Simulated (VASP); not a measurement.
# Al4Co: single point with PBE

Al4Co:

```
Al Co
1.0
    -3.05702    3.05702    1.89712
     3.05702   -3.05702    1.89712
     3.05702    3.05702   -1.89712
Al Co
4 1
Direct
  0.60518 0.20391 0.80909
  0.39482 0.79609 0.19091
  0.79609 0.60518 0.40127
  0.20391 0.39482 0.59873
  0.00000 0.00000 0.00000
```

```
Program                : VASP 6.6.1
Task                   : single point
Functional             : PBE
Potentials or basis    : VASP PAW PBE potentials, release 64 (Al, Co)
Cutoff                 : 520 eV
k mesh                 : 5 × 5 × 5
Occupations            : gaussian, width 0.2 eV
Spin                   : collinear spin, ferromagnetic start
Starting moments       : [0.0, 0.0, 0.0, 0.0, 3.0] μB
Dipole correction      : no
Further INCAR settings : ALGO = Normal; EDIFF = 1e-06; NBANDS = 22
```

```
Pressure                                              : 0.4 GPa
Largest force                                         : 0.061 eV/Å
Net moment                                            : 0.00 μB per cell
Valence electrons inside the program's atomic spheres : Al 0.80; Co 8.20
```

Forces on the atoms (eV/Å):
```
Al   0.061  0.000  0.000
Al  -0.061  0.000  0.000
Al   0.000 -0.061  0.000
Al   0.000  0.061  0.000
Co   0.000  0.000  0.000
```

Stress tensor (GPa, compression positive):
```
0.38 0.00 0.00
0.00 0.38 0.00
0.00 0.00 0.51
```

Levels at points of the mesh, in eV from the Fermi level:
Spin up:
```csv
k point,band 7,band 8,band 9,band 10,band 11,band 12,band 13,band 14
"(0.00, 0.00, 0.00)",-2.07,-1.80,-1.32,-0.06,0.94,2.55,2.55,2.85
```
Spin down:
```tsv
k point	band 6	band 7	band 8	band 9	band 10	band 11	band 12	band 13	band 14	band 15
(0.00, 0.00, 0.00)	-2.07	-2.07	-1.80	-1.32	-0.06	0.94	2.55	2.55	2.85	2.85
```

Run time: 54 s on 1 thread of Intel(R) Xeon(R) Platinum 8488C (Sapphire Rapids), on a shared host, peak memory 0.26 GiB.

Caveat: the k points lie up to 0.39 Å⁻¹ apart; the starting moments collapsed, and a magnetic state may lie lower.
